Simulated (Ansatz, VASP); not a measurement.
## TaBi2O5 in VASP and in Ansatz

```
CELL_PARAMETERS angstrom
2.03500 -5.35000 0.00000
2.03500 5.35000 0.00000
0.00000 0.00000 10.90000
ATOMIC_POSITIONS crystal
Ta 0.19000 0.81000 0.25000
Ta 0.81000 0.19000 0.75000
Bi 0.86500 0.13500 0.06500
Bi 0.86500 0.13500 0.43500
Bi 0.13500 0.86500 0.93500
Bi 0.13500 0.86500 0.56500
O 0.04800 0.95200 0.11500
O 0.04800 0.95200 0.38500
O 0.31100 0.68900 0.43000
O 0.31100 0.68900 0.07000
O 0.95200 0.04800 0.88500
O 0.95200 0.04800 0.61500
O 0.68900 0.31100 0.93000
O 0.68900 0.31100 0.57000
O 0.23500 0.76500 0.75000
O 0.76500 0.23500 0.25000
```

Alike in both runs: task relaxation of cell and atoms; functional PBE; k mesh 3 × 3 × 1; occupations gaussian, width 0.15 eV; no spin polarisation.

```csv
,VASP,Ansatz
version,VASP 6.6.1,Ansatz 0.2.0
potentials or method,"VASP PAW PBE potentials, release 64 (Ta_pv, Bi_d, O), cutoff 600 eV","scalar-relativistic, plane waves, PAW"
valence electrons in the cell,142,146
```

VASP gave:

| Property | Result |
| --- | --- |
| gap on the k mesh at the Fermi level, each at its own relaxed structure (eV) | 0.63 |
| relaxed volume (Å³/atom) | 16.62 |
| relaxed cell length with the largest relative difference (Å) | 10.761 |

Question: What did Ansatz give for the same quantities?

Answer: gap on the k mesh at the Fermi level, each at its own relaxed structure (eV): 0.65; relaxed volume (Å³/atom): 16.69; relaxed cell length with the largest relative difference (Å): 10.817.

VASP's potentials hold 142 valence electrons a cell and Ansatz's 146, so a difference there can come from the potentials and not from the codes.

The k mesh is coarse, so the values compare programs but aren't converged. Spin-orbit coupling is off throughout.
